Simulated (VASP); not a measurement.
Wanted: the native input for a VASP 6.6.1 run.

| Quantity | Value |
| --- | --- |
| Task | single point |
| Functional | LDA |
| Potentials or basis | VASP PAW LDA potentials, release 64 (Sn_d, Pb_d, S) |
| Cutoff | 520 eV |
| k mesh | 6 × 6 × 10 |
| Occupations | gaussian, width 0.1 eV |
| Spin | no spin polarisation |
| Dipole correction | no |
| Further INCAR settings | ALGO = Normal; EDIFF = 1e-07; NBANDS = 50 |

The structure of SnPb3S4 lies in POSCAR:

```
SnPb3S4
1.0
    4.2222421000     -5.9714612000      0.0000000000
    4.2222421000      5.9714612000      0.0000000000
    0.0000000000      0.0000000000      4.2227601000
Sn Pb S
1 3 4
Direct
    0.0000000000      0.0000000000      0.5000000000
    0.0000000000      0.5000000000      0.0000000000
    0.5000000000      0.5000000000      0.5000000000
    0.5000000000      0.0000000000      0.0000000000
    0.7553450000      0.7553450000      0.0000000000
    0.7527170000      0.2472830000      0.5000000000
    0.2472830000      0.7527170000      0.5000000000
    0.2446550000      0.2446550000      0.0000000000
```

These files were run (other wordings do the same):

INCAR

```
SYSTEM = SnPb3S4
PREC = Accurate
ENCUT = 520
EDIFF = 1E-7
ISMEAR = 0
SIGMA = 0.1
LREAL = .False.
LASPH = .True.
NELM = 100
ALGO = Normal
ISIF = 2
LWAVE = .False.
LCHARG = .False.
NBANDS = 50
```

KPOINTS

```
Automatic mesh
0
Gamma
  6 6 10
  0 0 0
```

Potentials or basis: VASP PAW LDA potentials, release 64 (Sn_d, Pb_d, S).

Command:

```console
$ cat potpaw_LDA.64/Sn_d/POTCAR potpaw_LDA.64/Pb_d/POTCAR potpaw_LDA.64/S/POTCAR > POTCAR
$ mpirun -np 1 vasp_std > vasp.out
```

It gave:

```yaml
Pressure: -4.5 GPa
Largest_force: 0.011 eV/Å
Band_gap_on_the_k_mesh: 0.02 eV
```

Caveat: the cell stands under tension; the smearing spreads over this small gap; spin-orbit coupling is left out, which moves the levels of the heavy elements.

Run time: 26 min on 1 thread of AMD EPYC 7R13, on a shared host, peak memory 0.69 GiB.
